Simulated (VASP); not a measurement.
A run of VASP 6.6.1:

INCAR

```
SYSTEM = BP
  PREC = Accurate
  ENCUT = 520
  EDIFF = 1E-6
  ISMEAR = -1
  SIGMA = 0.02
  LREAL = .FALSE.
  LASPH = .TRUE.
  NELM = 60
  ALGO = Normal
  ISIF = 2
  LWAVE = .FALSE.
  LCHARG = .TRUE.
  GGA = PE
  LELF = .TRUE.
  LVHAR = .TRUE.
  NBANDS = 11
```

KPOINTS

```
Automatic mesh
0
G
  10 10 10
  0 0 0
```

The input POSCAR:

```
BP
1.0
    0.0000000000      2.2690000000      2.2690000000
    2.2690000000      0.0000000000      2.2690000000
    2.2690000000      2.2690000000      0.0000000000
B P
1 1
Direct
    0.0000000000      0.0000000000      0.0000000000
    0.2500000000      0.2500000000      0.2500000000
```

Potentials or basis: VASP PAW PBE potentials, release 64 (B, P).

Command:

```sh
$ cat potpaw_PBE.64/B/POTCAR potpaw_PBE.64/P/POTCAR > POTCAR
$ mpirun -np 1 vasp_std > vasp.out
```

Hardware: 1 thread of Intel(R) Xeon(R) 6975P-C (Granite Rapids) (shared host).

**Question.** How long does it take, and how much memory?

**Answer.** Wall time 4.5 s on 1 thread of Intel(R) Xeon(R) 6975P-C (Granite Rapids) (shared host), peak memory 0.13 GiB. Counts: scf iterations 12, k points 47.
